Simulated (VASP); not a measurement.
# AlN (P6_3mc) in VASP: further runs, part 2 of 2

VASP 6.6.1.

### 4 Relaxation of shape and atoms at fixed volume, PBE (volume scaled by 0.88)

INCAR

```
SYSTEM = AlN
ALGO = Normal
EDIFF = 1E-7
EDIFFG = -0.01
ENCUT = 600
GGA = PE
IBRION = 2
ISIF = 4
ISMEAR = 0
LASPH = .TRUE.
LCHARG = .FALSE.
LREAL = .FALSE.
LWAVE = .FALSE.
NELM = 60
NSW = 50
PREC = Accurate
SIGMA = 0.02
```

KPOINTS

```
k-points
0
G
  9 9 6
  0 0 0
```

POSCAR

```
AlN
1.0
    3.0072178773      0.0000000000      0.0000000000
   -1.5036089386      2.6043270764      0.0000000000
    0.0000000000      0.0000000000      4.7845041261
Al N
2 2
Direct
    0.3333333333      0.6666666667     -0.0018184293
    0.6666666667      0.3333333333      0.4981815707
    0.3333333333      0.6666666667      0.3818184293
    0.6666666667      0.3333333333      0.8818184293
```

Potentials or basis: VASP PAW PBE potentials, release 64 (Al, N).

Command:

```bash
$ cat potpaw_PBE.64/Al/POTCAR potpaw_PBE.64/N/POTCAR > POTCAR
$ mpirun -np 1 vasp_std > vasp.out
```

OUTCAR:

```text
SYSTEM = AlN
   EDIFF = 1E-7
   EDIFFG = -0.01
   ENCUT = 600
   GGA = PE
   IBRION = 2
   ISIF = 4
   ISMEAR = 0
   LASPH = .TRUE.
   LREAL = .FALSE.
   NELM = 60
   NSW = 50
   PREC = Accurate

 ion  position               nearest neighbor table
   1  0.333  0.667  0.998-   4 1.82   4 1.82   4 1.82   3 1.84   2 2.96   2 2.96   2 2.96   2 2.96
                             2 2.96   2 2.96
   2  0.667  0.333  0.498-   3 1.82   3 1.82   3 1.82   4 1.84   1 2.96   1 2.96   1 2.96   1 2.96
                             1 2.96   1 2.96
   3  0.333  0.667  0.382-   2 1.82   2 1.82   2 1.82   1 1.84
   4  0.667  0.333  0.882-   1 1.82   1 1.82   1 1.82   2 1.84

  LATTYP: Found a hexagonal cell.
 ALAT       =     3.0072178773
 C/A-ratio  =     1.5910068114

  Lattice vectors:

 A1 = (   3.0072178773,   0.0000000000,   0.0000000000)
 A2 = (  -1.5036089386,   2.6043270764,   0.0000000000)
 A3 = (   0.0000000000,   0.0000000000,   4.7845041261)

Analysis of symmetry for initial positions (statically):
=====================================================================
 Subroutine PRICEL returns:
 Original cell was already a primitive cell.

 Routine SETGRP: Setting up the symmetry group for a
 hexagonal supercell.

 Subroutine GETGRP returns: Found 12 space group operations
 (whereof  6 operations were pure point group operations)
 out of a pool of 24 trial point group operations.
[... 321 lines left out ...]

 number of electron      16.0000003 magnetization

 Free energy of the ion-electron system (eV)
  ---------------------------------------------------
  ext. energy  EPLUGINS =         0.00000000
  ---------------------------------------------------
  free energy    TOTEN  =       -29.33521656 eV

  energy without entropy =      -29.33521656  energy(sigma->0) =      -29.33521656

 E-fermi :   7.4794     XC(G=0): -11.3924

 val. band max:        7.3421930677   @ k =   0.0000   0.0000   0.0000
 cond. band min:      12.4167980189   @ k =   0.3333   0.3333   0.0000
 fundamental gap:      5.0746049512
 Fermi energy:         7.4793856993

 k-point     1 :       0.0000    0.0000    0.0000
  band No.  band energies     occupation
      1      -8.6242      2.00000
      2      -6.0731      2.00000
      3       0.7886      2.00000
      4       6.2649      2.00000
      5       6.2649      2.00000
      6       6.9700      2.00000
      7       6.9700      2.00000
      8       7.3422      2.00000
      9      12.4560      0.00000
     10      14.7952      0.00000
     11      18.8659      0.00000
     12      19.0864      0.00000
[... 331 lines left out ...]
 k-point    24 :       0.3333    0.3333    0.1667
  band No.  band energies     occupation
      1      -5.7150      2.00000
      2      -5.7150      2.00000
      3       2.0359      2.00000
      4       2.8452      2.00000
      5       2.8452      2.00000
      6       4.2951      2.00000
      7       5.2992      2.00000
      8       5.2992      2.00000
      9      12.8758      0.00000
     10      16.0144      0.00000
     11      17.0743      0.00000
     12      17.0743      0.00000

 [... further k-points ...]

------------------------ aborting loop because EDIFF is reached ----------------------------------------

  FORCE on cell =-STRESS in cart. coord.  units (eV):
  Direction    XX          YY          ZZ          XY          YZ          ZX
  --------------------------------------------------------------------------------------
  -------------------------------------------------------------------------------------
  Total        7.2886522      7.2886522      7.2874413      0.0000000      0.0000000     -0.0000000
  in kB      311.6452091    311.6452091    311.5934334      0.0000000      0.0000000     -0.0000000
  external PRESSURE =     311.6279505 kB  Pullay stress =       0.0000000 kB
[... 19 lines left out ...]
  FREE ENERGIE OF THE ION-ELECTRON SYSTEM (eV)
  ---------------------------------------------------
  free  energy   TOTEN  =       -29.3352165632 eV

  energy  without entropy=      -29.3352165632  energy(sigma->0) =      -29.33521656

 reached required accuracy - stopping structural energy minimisation
```

Wall time 66 s (1 thread of AMD EPYC 7R43 (Zen 3), shared host); peak memory 0.13 GiB.

Results:

```
Free energy               : -29.3352 eV
Energy gained by relaxing : 0.1 meV/atom
Ionic steps               : 5
Pressure after relaxing   : 31.2 GPa
Band gap on the k mesh    : 5.07 eV, indirect (least direct gap 5.11 eV)
```

The path:
```tsv
step	energy change (eV)	largest force (eV/Å)	pressure (GPa)	volume (Å³)
1	0.0000	0.0306	31.27	37.47
2	-0.0002	0.0103	31.22	37.47
3	-0.0003	0.0148	31.17	37.47
4	-0.0003	0.0344	31.14	37.47
5	-0.0004	0.0007	31.16	37.47
```

Final structure:
```cif
data_structure
_symmetry_space_group_name_H-M 'P 1'
_symmetry_Int_Tables_number 1
_cell_length_a 3.0113
_cell_length_b 3.0113
_cell_length_c 4.7716
_cell_angle_alpha 90.000
_cell_angle_beta 90.000
_cell_angle_gamma 120.000
_cell_volume 37.47
loop_
_atom_site_label
_atom_site_type_symbol
_atom_site_fract_x
_atom_site_fract_y
_atom_site_fract_z
_atom_site_occupancy
Al1 Al 0.33333 0.66667 0.99750 1
Al2 Al 0.66667 0.33333 0.49750 1
N1 N 0.33333 0.66667 0.38250 1
N2 N 0.66667 0.33333 0.88250 1
```

Levels at points of the mesh, in eV from the valence-band top:
| k point | band 4 | band 5 | band 6 | band 7 | band 8 | band 9 | band 10 | band 11 | band 12 |
| --- | --- | --- | --- | --- | --- | --- | --- | --- | --- |
| (0.00, 0.00, 0.00) | -1.08 | -1.08 | -0.37 | -0.37 | 0.00 | 5.11 | 7.45 | 11.52 | 11.74 |
| (0.00, 0.00, 0.50) | -3.54 | -0.74 | -0.74 | -0.74 | -0.74 | 7.32 | 7.32 | 11.20 | 11.20 |

Caveat: the cell differs from its parent crystal (volume scaled by 0.88).

### 5 Relaxation of shape and atoms at fixed volume, PBE (volume scaled by 0.91)

INCAR

```
SYSTEM = AlN
  ALGO = Normal
  EDIFF = 1E-6
  EDIFFG = -0.01
  ENCUT = 600
  GGA = PE
  IBRION = 2
  ISIF = 4
  ISMEAR = 0
  LASPH = .True.
  LCHARG = .False.
  LREAL = .False.
  LWAVE = .False.
  NELM = 60
  NSW = 50
  PREC = Accurate
  SIGMA = 0.02
```

KPOINTS

```
k-points
0
Gamma
  9 9 6
  0 0 0
```

POSCAR

```
AlN
1.0
    3.0378193142      0.0000000000      0.0000000000
   -1.5189096571      2.6308286982      0.0000000000
    0.0000000000      0.0000000000      4.8484348549
Al N
2 2
Direct
    0.3333333333      0.6666666667     -0.0014092446
    0.6666666667      0.3333333333      0.4985907554
    0.3333333333      0.6666666667      0.3814092446
    0.6666666667      0.3333333333      0.8814092446
```

Potentials or basis: VASP PAW PBE potentials, release 64 (Al, N).

Command:

```bash
$ cat potpaw_PBE.64/Al/POTCAR potpaw_PBE.64/N/POTCAR > POTCAR
$ mpirun -np 1 vasp_std > vasp.out
```

OUTCAR:

```text
SYSTEM = AlN
   EDIFF = 1E-6
   EDIFFG = -0.01
   ENCUT = 600
   GGA = PE
   IBRION = 2
   ISIF = 4
   ISMEAR = 0
   LASPH = .True.
   LREAL = .False.
   NELM = 60
   NSW = 50
   PREC = Accurate

 ion  position               nearest neighbor table
   1  0.333  0.667  0.999-   4 1.84   4 1.84   4 1.84   3 1.86   2 2.99   2 2.99   2 2.99   2 2.99
                             2 2.99   2 2.99
   2  0.667  0.333  0.499-   3 1.84   3 1.84   3 1.84   4 1.86   1 2.99   1 2.99   1 2.99   1 2.99
                             1 2.99   1 2.99
   3  0.333  0.667  0.381-   2 1.84   2 1.84   2 1.84   1 1.86
   4  0.667  0.333  0.881-   1 1.84   1 1.84   1 1.84   2 1.86

  LATTYP: Found a hexagonal cell.
 ALAT       =     3.0378193142
 C/A-ratio  =     1.5960247643

  Lattice vectors:

 A1 = (   3.0378193142,   0.0000000000,   0.0000000000)
 A2 = (  -1.5189096571,   2.6308286982,   0.0000000000)
 A3 = (   0.0000000000,   0.0000000000,   4.8484348549)

Analysis of symmetry for initial positions (statically):
=====================================================================
 Subroutine PRICEL returns:
 Original cell was already a primitive cell.

 Routine SETGRP: Setting up the symmetry group for a
 hexagonal supercell.

 Subroutine GETGRP returns: Found 12 space group operations
 (whereof  6 operations were pure point group operations)
 out of a pool of 24 trial point group operations.

The static configuration has the point symmetry C_3v.
 The point group associated with its full space group is C_6v.

Analysis of symmetry for dynamics (positions and initial velocities):
=====================================================================
 Subroutine PRICEL returns:
 Original cell was already a primitive cell.

 Routine SETGRP: Setting up the symmetry group for a
 hexagonal supercell.

 Subroutine GETGRP returns: Found 12 space group operations
 (whereof  6 operations were pure point group operations)
 out of a pool of 24 trial point group operations.

The dynamic configuration has the point symmetry C_3v.
 The point group associated with its full space group is C_6v.

 Subroutine INISYM returns: Found 12 space group operations
 (whereof  6 operations are pure point group operations),
 and found     1 'primitive' translations

----------------------------------------------------------------------------------------

                                     Primitive cell

  volume of cell :      38.7486

  direct lattice vectors                    reciprocal lattice vectors
     3.037819314  0.000000000  0.000000000     0.329183502  0.190054183  0.000000000
    -1.518909657  2.630828698  0.000000000     0.000000000  0.380108367  0.000000000
     0.000000000  0.000000000  4.848434855     0.000000000  0.000000000  0.206252127

  length of vectors
     3.037819314  3.037819314  4.848434855     0.380108367  0.380108367  0.206252127

  position of ions in fractional coordinates (direct lattice)
     0.333333333  0.666666667  0.998590755
     0.666666667  0.333333333  0.498590755
     0.333333333  0.666666667  0.381409245
     0.666666667  0.333333333  0.881409245
[... 68 lines left out ...]
   NGXF,Y,Z  is equivalent  to a cutoff of  26.27, 26.27, 27.43 a.u.
 SYSTEM =  AlN
   PREC   = accura    normal or accurate (medium, high low for compatibility)
   ISTART =      0    job   : 0-new  1-cont  2-samecut
   ICHARG =      2    charge: 1-file 2-atom 10-const
   ISPIN  =      1    spin polarized calculation?
   LNONCOLLINEAR =      F non collinear calculations
   LSORBIT =      F    spin-orbit coupling
   LASPH  =      T    aspherical Exc in radial PAW
   ENCUT  =  600.0 eV  44.10 Ry    6.64 a.u.   6.07  6.07  9.68*2*pi/ulx,y,z
   NELM   =     60;   NELMIN=  2; NELMDL= -5     # of ELM steps
   EDIFF  = 0.1E-05   stopping-criterion for ELM
   LREAL  =      F    real-space projection
   EDIFFG = -.1E-01   stopping-criterion for IOM
   NSW    =     50    number of steps for IOM
   IBRION =      2    ionic relax: 0-MD 1-quasi-New 2-CG
   NFREE  =      1    steps in history (QN), initial steepest desc. (CG)
   ISIF   =      4    stress and relaxation
   ISYM   =      2    0-nonsym 1-usesym 2-fastsym
   POTIM  = 0.5000    time-step for ionic-motion
   TEBEG  =    0.0;   TEEND  =   0.0 temperature during run
   PSTRESS=    0.0 pullay stress
   NELECT =      16.0000    total number of electrons
   NUPDOWN=      -1.0000    fix difference up-down
   EMIN   =  10.00;   EMAX   =-10.00  energy-range for DOS
   EFERMI =   0.00;   METHOD = LEGACY
   ISMEAR =     0;   SIGMA  =   0.02  broadening in eV -4-tet -1-fermi 0-gaus
   EFERMI_NEDOS =   21; number of points for ismear=-14 and -15
   IALGO  =     38    algorithm
   IMIX   =      4    mixing-type and parameters
     AMIX     =   0.40;   BMIX     =  1.00
     AMIX_MAG =   1.60;   BMIX_MAG =  1.00
  volume/ion in A,a.u.               =       9.69        65.37
  Fermi-wavevector in a.u.,A,eV,Ry     =   1.219072  2.303713 20.220125  1.486137
  Thomas-Fermi vector in A             =   2.354337
   LORBIT       =      0    0 simple, 1 ext, 2 COOP (PROOUT), +10 PAW based schemes
   GGA     = PE    functional components
   LHFCALC =     F    Hartree Fock is set to
   AEXX    =    0.0000 exact exchange contribution
   IVDW    =     0    specifies the selected vdW correction
   LEPSILON=     F    determine dielectric tensor
   LRPA    =     F    only Hartree local field effects (RPA)
 conjugate gradient relaxation of ions
 non-spin polarized calculation
 Gauss-broadening in eV      SIGMA  =   0.02
  energy-cutoff  :      600.00
  volume of cell :       38.75
 maximum number of plane-waves:      1317
   NGX = 13   NGY = 13   NGZ = 19

--------------------------------------- Ionic step        1  -------------------------------------------

 number of electron      15.9999999 magnetization

 Free energy of the ion-electron system (eV)
  ---------------------------------------------------
  ext. energy  EPLUGINS =         0.00000000
  ---------------------------------------------------
  free energy    TOTEN  =       -29.54558831 eV

  energy without entropy =      -29.54558831  energy(sigma->0) =      -29.54558831

------------------------ aborting loop because EDIFF is reached ----------------------------------------

  FORCE on cell =-STRESS in cart. coord.  units (eV):
  Direction    XX          YY          ZZ          XY          YZ          ZX
  --------------------------------------------------------------------------------------
  -------------------------------------------------------------------------------------
  Total        5.2514316      5.2514316      5.1176206      0.0000000      0.0000000      0.0000000
  in kB      217.1361958    217.1361958    211.6033788      0.0000000      0.0000000      0.0000000
  external PRESSURE =     215.2919235 kB  Pullay stress =       0.0000000 kB
[... 177 lines left out ...]
--------------------------------------- Ionic step        6  -------------------------------------------

 number of electron      15.9999999 magnetization

 Free energy of the ion-electron system (eV)
  ---------------------------------------------------
  ext. energy  EPLUGINS =         0.00000000
  ---------------------------------------------------
  free energy    TOTEN  =       -29.54579694 eV

  energy without entropy =      -29.54579694  energy(sigma->0) =      -29.54579694

 E-fermi :   7.1004     XC(G=0): -11.2416

 val. band max:        6.9555102046   @ k =   0.0000   0.0000   0.0000
 cond. band min:      11.7912310128   @ k =   0.0000   0.0000   0.0000
 fundamental gap:      4.8357208082
 Fermi energy:         7.1004459158

 k-point     1 :       0.0000    0.0000    0.0000
  band No.  band energies     occupation
      1      -8.7557      2.00000
      2      -6.3396      2.00000
      3       0.5846      2.00000
      4       5.9594      2.00000
      5       5.9594      2.00000
      6       6.6447      2.00000
      7       6.6447      2.00000
      8       6.9555      2.00000
      9      11.7912      0.00000
     10      14.1749      0.00000
     11      18.1927      0.00000
     12      18.5354      0.00000
[... 331 lines left out ...]
 k-point    24 :       0.3333    0.3333    0.1667
  band No.  band energies     occupation
      1      -5.9731      2.00000
      2      -5.9731      2.00000
      3       1.8500      2.00000
      4       2.5695      2.00000
      5       2.5695      2.00000
      6       4.0255      2.00000
      7       4.9696      2.00000
      8       4.9696      2.00000
      9      12.4685      0.00000
     10      15.5225      0.00000
     11      16.5040      0.00000
     12      16.5040      0.00000

 [... further k-points ...]

------------------------ aborting loop because EDIFF is reached ----------------------------------------

  FORCE on cell =-STRESS in cart. coord.  units (eV):
  Direction    XX          YY          ZZ          XY          YZ          ZX
  --------------------------------------------------------------------------------------
  -------------------------------------------------------------------------------------
  Total        5.1876531      5.1876531      5.1872639      0.0000000     -0.0000000      0.0000000
  in kB      214.4990794    214.4990794    214.4829891      0.0000000     -0.0000000      0.0000000
  external PRESSURE =     214.4937160 kB  Pullay stress =       0.0000000 kB
[... 19 lines left out ...]
  FREE ENERGIE OF THE ION-ELECTRON SYSTEM (eV)
  ---------------------------------------------------
  free  energy   TOTEN  =       -29.5457969401 eV

  energy  without entropy=      -29.5457969401  energy(sigma->0) =      -29.54579694

 reached required accuracy - stopping structural energy minimisation
```

Run time: 71 s. Hardware: 1 thread of AMD EPYC 7R43 (Zen 3), shared host; peak memory 0.13 GiB.

Results:

| Item | Value |
| --- | --- |
| Free energy | -29.5458 eV |
| Energy gained by relaxing | 0.1 meV/atom |
| Ionic steps | 6 |
| Pressure after relaxing | 21.4 GPa |
| Band gap on the k mesh | 4.84 eV, direct |

Step by step:
```tsv
step	energy change (eV)	largest force (eV/Å)	pressure (GPa)	volume (Å³)
1	0.0000	0.0163	21.53	38.75
2	-0.0001	0.0198	21.48	38.75
3	-0.0002	0.0218	21.47	38.75
4	-0.0002	0.0224	21.46	38.75
5	-0.0002	0.0245	21.44	38.75
6	-0.0002	0.0004	21.45	38.75
```

Final structure:
```
CELL_PARAMETERS angstrom
3.04085 0.00000 0.00000
-1.52043 2.63346 0.00000
0.00000 0.00000 4.83876
ATOMIC_POSITIONS crystal
Al 0.33333 0.66667 0.99814
Al 0.66667 0.33333 0.49814
N 0.33333 0.66667 0.38186
N 0.66667 0.33333 0.88186
```

Caveat: the cell differs from its parent crystal (volume scaled by 0.91).

### 6 The runs side by side

```tsv
task	cell	cutoff (eV)	gap on the mesh (eV)	pressure (GPa)	largest force (eV/Å)
single point	a = 3.188, b = 3.188, c = 5.127 Å, angles 90.0, 90.0, 120.0°, 4 atoms	520	3.56	-10.3	0.01
single point	a = 3.226, b = 3.226, c = 5.197 Å, angles 90.0, 90.0, 120.0°, 4 atoms	520	3.26	-15.5	0.01
relaxation of shape and atoms at fixed volume	relaxed from a = 3.007, b = 3.007, c = 4.785 Å, angles 90.0, 90.0, 120.0°, 4 atoms	600	5.07	31.2	-
relaxation of shape and atoms at fixed volume	relaxed from a = 3.038, b = 3.038, c = 4.848 Å, angles 90.0, 90.0, 120.0°, 4 atoms	600	4.84	21.4	-
```

Alike in all rows: level PBE; potentials or basis VASP PAW PBE potentials, release 64 (Al, N); no spin polarisation; k mesh 9 × 9 × 6; smearing gaussian 0.02 eV.

Absolute energies hang on the potentials; compare differences alone.
